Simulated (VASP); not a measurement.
# PtSe2 (P-3m1) in VASP: single point with PBE+D3(BJ)

Aim: the single point of PtSe2 with PBE+D3(BJ).

Everything below comes from runs of VASP 6.6.1. Logs are shortened: lines on timing, memory, paths and dates and some standing lists are left out, and cuts for length are marked.

### Step 1. The cell of the first run

It takes space group P-3m1 (No. 164, trigonal). The conventional cell has a = 3.772 Å, b = 3.772 Å, c = 4.822 Å, α = 90.00°, β = 90.00°, γ = 120.00°. Within 3.3 Å of Pt (site symmetry -3m) lie 6 Se at 2.53 Å. Within 3.3 Å of Se (site symmetry 3m) lie 3 Pt at 2.53 Å and 3 Se at 3.14 Å.

### Step 2. Single point, PBE+D3(BJ)

INCAR reads:

```
SYSTEM = PtSe2
PREC = Accurate ; ENCUT = 520
EDIFF = 1E-6 ; ISMEAR = 0
SIGMA = 0.15 ; LREAL = .FALSE.
LASPH = .TRUE. ; NELM = 100
ALGO = Normal ; ISIF = 2
LWAVE = .FALSE. ; LCHARG = .FALSE.
GGA = PE ; IVDW = 12
NBANDS = 18
```

KPOINTS reads:

```
regular mesh
0
G
  12 12 8
  0 0 0
```

POSCAR reads:

```
PtSe2
1.0
    3.7715031150      0.0000000000      0.0000000000
   -1.8857515575      3.2662175080      0.0000000000
    0.0000000000      0.0000000000      4.8219239451
Pt Se
1 2
Direct
    0.0000000000      0.0000000000      0.0000000000
    0.3333333333      0.6666666667      0.2655211092
    0.6666666667      0.3333333333      0.7344788908
```

Potentials or basis: VASP PAW PBE potentials, release 64 (Pt, Se).

On the command line:

```
> cat potpaw_PBE.64/Pt/POTCAR potpaw_PBE.64/Se/POTCAR > POTCAR
> mpirun -np 1 vasp_std > vasp.out
```

OUTCAR:

```text
SYSTEM = PtSe2
   PREC = Accurate
   ENCUT = 520
   EDIFF = 1E-6
   ISMEAR = 0
   LREAL = .FALSE.
   LASPH = .TRUE.
   NELM = 100
   ISIF = 2
   GGA = PE
   IVDW = 12
 IVDW          = 12

 ion  position               nearest neighbor table
   1  0.000  0.000  0.000-   2 2.53   3 2.53   2 2.53   3 2.53   3 2.53   2 2.53
   2  0.333  0.667  0.266-   1 2.53   1 2.53   1 2.53
   3  0.667  0.333  0.734-   1 2.53   1 2.53   1 2.53

  LATTYP: Found a hexagonal cell.
 ALAT       =     3.7715031150
 C/A-ratio  =     1.2785151697

  Lattice vectors:

 A1 = (   3.7715031150,   0.0000000000,   0.0000000000)
 A2 = (  -1.8857515575,   3.2662175080,   0.0000000000)
 A3 = (   0.0000000000,   0.0000000000,   4.8219239451)

Analysis of symmetry for initial positions (statically):
=====================================================================
 Subroutine PRICEL returns:
 Original cell was already a primitive cell.

 Routine SETGRP: Setting up the symmetry group for a
 hexagonal supercell.

 Subroutine GETGRP returns: Found 12 space group operations
 (whereof 12 operations were pure point group operations)
 out of a pool of 24 trial point group operations.

The static configuration has the point symmetry D_3d.

Analysis of symmetry for dynamics (positions and initial velocities):
=====================================================================
 Subroutine PRICEL returns:
 Original cell was already a primitive cell.

 Routine SETGRP: Setting up the symmetry group for a
 hexagonal supercell.

 Subroutine GETGRP returns: Found 12 space group operations
 (whereof 12 operations were pure point group operations)
 out of a pool of 24 trial point group operations.

The dynamic configuration has the point symmetry D_3d.

 Subroutine INISYM returns: Found 12 space group operations
 (whereof 12 operations are pure point group operations),
 and found     1 'primitive' translations

----------------------------------------------------------------------------------------

                                     Primitive cell

  volume of cell :      59.3991

  direct lattice vectors                    reciprocal lattice vectors
     3.771503115  0.000000000  0.000000000     0.265146274  0.153082273  0.000000000
    -1.885751557  3.266217508  0.000000000     0.000000000  0.306164546  0.000000000
     0.000000000  0.000000000  4.821923945     0.000000000  0.000000000  0.207386100

  length of vectors
     3.771503115  3.771503115  4.821923945     0.306164546  0.306164546  0.207386100
[... 83 lines left out ...]
   EDIFF  = 0.1E-05   stopping-criterion for ELM
   LREAL  =      F    real-space projection
   EDIFFG = 0.1E-04   stopping-criterion for IOM
   NSW    =      0    number of steps for IOM
   IBRION =     -1    ionic relax: 0-MD 1-quasi-New 2-CG
   NFREE  =      0    steps in history (QN), initial steepest desc. (CG)
   ISIF   =      2    stress and relaxation
   ISYM   =      2    0-nonsym 1-usesym 2-fastsym
   POTIM  = 0.5000    time-step for ionic-motion
   TEBEG  =    0.0;   TEEND  =   0.0 temperature during run
   PSTRESS=    0.0 pullay stress
   NELECT =      22.0000    total number of electrons
   NUPDOWN=      -1.0000    fix difference up-down
   EMIN   =  10.00;   EMAX   =-10.00  energy-range for DOS
   EFERMI =   0.00;   METHOD = LEGACY
   ISMEAR =     0;   SIGMA  =   0.15  broadening in eV -4-tet -1-fermi 0-gaus
   EFERMI_NEDOS =   21; number of points for ismear=-14 and -15
   IALGO  =     38    algorithm
   IMIX   =      4    mixing-type and parameters
     AMIX     =   0.40;   BMIX     =  1.00
     AMIX_MAG =   1.60;   BMIX_MAG =  1.00
  volume/ion in A,a.u.               =      19.80       133.61
  Fermi-wavevector in a.u.,A,eV,Ry     =   1.175680  2.221713 18.806288  1.382223
  Thomas-Fermi vector in A             =   2.312056
   LORBIT       =      0    0 simple, 1 ext, 2 COOP (PROOUT), +10 PAW based schemes
   GGA     = PE    functional components
   LHFCALC =     F    Hartree Fock is set to
   AEXX    =    0.0000 exact exchange contribution
   IVDW    =    12    specifies the selected vdW correction
   LEPSILON=     F    determine dielectric tensor
   LRPA    =     F    only Hartree local field effects (RPA)
 non-spin polarized calculation
 Gauss-broadening in eV      SIGMA  =   0.15
  energy-cutoff  :      520.00
  volume of cell :       59.40
 maximum number of plane-waves:      1620
   NGX = 13   NGY = 13   NGZ = 17

 number of electron      21.9999997 magnetization

 Free energy of the ion-electron system (eV)
  ---------------------------------------------------
  ext. energy  EPLUGINS =         0.00000000
  ---------------------------------------------------
  free energy    TOTEN  =       -14.19974428 eV

  energy without entropy =      -14.19121560  energy(sigma->0) =      -14.19547994

 E-fermi :   6.7045     XC(G=0): -10.8245

 val. band max:        6.6914018493   @ k =  -0.1667   0.5000   0.1250
 cond. band min:       6.7527619422   @ k =   0.3333   0.2500   0.0000
 fundamental gap:      0.0613600929
 Fermi energy:         6.7044743624

 k-point     1 :       0.0000    0.0000    0.0000
  band No.  band energies     occupation
      1      -8.9539      2.00000
      2      -5.8559      2.00000
      3      -0.4011      2.00000
      4       0.4881      2.00000
      5       0.4881      2.00000
      6       2.9263      2.00000
[... 481 lines left out ...]
      5       1.0045      2.00000
      6       2.2506      2.00000
[... 10 lines left out ...]
     17      15.3499      0.00000
     18      15.4008      0.00000

 [... further k-points ...]

------------------------ aborting loop because EDIFF is reached ----------------------------------------

 Edisp (eV)   -1.47030

 E8    (eV) :    -0.6317

  FORCE on cell =-STRESS in cart. coord.  units (eV):
  Direction    XX          YY          ZZ          XY          YZ          ZX
  --------------------------------------------------------------------------------------
  -------------------------------------------------------------------------------------
  Total      -0.00324    -0.00324    -0.01305     0.00000     0.00000     0.00000
  in kB      -0.08747    -0.08747    -0.35202     0.00000     0.00000     0.00000
  external pressure =       -0.18 kB  Pullay stress =        0.00 kB

 VOLUME and BASIS-vectors are now :
 -----------------------------------------------------------------------------
  energy-cutoff  :      520.00
  volume of cell :       59.40
      direct lattice vectors                 reciprocal lattice vectors
     3.771503115  0.000000000  0.000000000     0.265146274  0.153082273  0.000000000
    -1.885751557  3.266217508  0.000000000     0.000000000  0.306164546  0.000000000
     0.000000000  0.000000000  4.821923945     0.000000000  0.000000000  0.207386100

 POSITION                                       TOTAL-FORCE (eV/Angst)
 -----------------------------------------------------------------------------------
      0.00000      0.00000      0.00000         0.000000      0.000000     -0.000000
     -0.00000      2.17748      1.28032        -0.000000      0.000000      0.005378
      1.88575      1.08874      3.54160         0.000000      0.000000     -0.005378
 -----------------------------------------------------------------------------------
    total drift:                               -0.000000      0.000000      0.000000

  FREE ENERGIE OF THE ION-ELECTRON SYSTEM (eV)
  ---------------------------------------------------
  free  energy   TOTEN  =       -15.6700405807 eV

  energy  without entropy=      -15.6615119059  energy(sigma->0) =      -15.66577624
```

stdout:

```text
POSCAR found type information on POSCAR PtSe
 POSCAR found :  2 types and       3 ions
 scaLAPACK will be used
 LDA part: xc-table for (Slater+PW92), standard interpolation
 POSCAR, INCAR and KPOINTS ok, starting setup
 FFT: planning ... GRIDC
 FFT: planning ... GRID_SOFT
 FFT: planning ... GRID
 WAVECAR not read
 entering main loop
```

Wall time 45 s (1 thread of Intel Xeon 6975P-C (Granite Rapids), shared host); peak memory 0.28 GiB.

What came out:

| Item | Value |
| --- | --- |
| Free energy | -15.6700 eV |
| Pressure | 0.0 GPa |
| Largest force | 0.005 eV/Å |
| Band gap on the k mesh | zero (band 11 reaches 7.50 eV, above the bottom of band 12 at 6.68 eV) |
| Dispersion energy per atom | -0.490 eV |

Forces on the atoms (eV/Å):
```
Pt   0.000  0.000  0.000
Se   0.000  0.000  0.005
Se   0.000  0.000 -0.005
```

Levels at points of the mesh, in eV from the Fermi level:
```
           k point  band 9  band 10  band 11  band 12  band 13  band 14
(0.00, 0.00, 0.00)   -1.00    -1.00     0.79     1.08     1.08     3.37
(0.50, 0.00, 0.00)   -3.31    -3.24    -2.90     0.51     2.51     5.04
(0.00, 0.00, 0.50)   -1.71    -1.71    -1.69     2.34     2.34     5.00
(0.50, 0.00, 0.50)   -3.06    -2.58    -1.09     0.62     1.47     4.93
```

Caveat: spin-orbit coupling is left out, which moves the levels of the heavy elements; pairwise dispersion overbinds metals, which lowers pressure and volume.
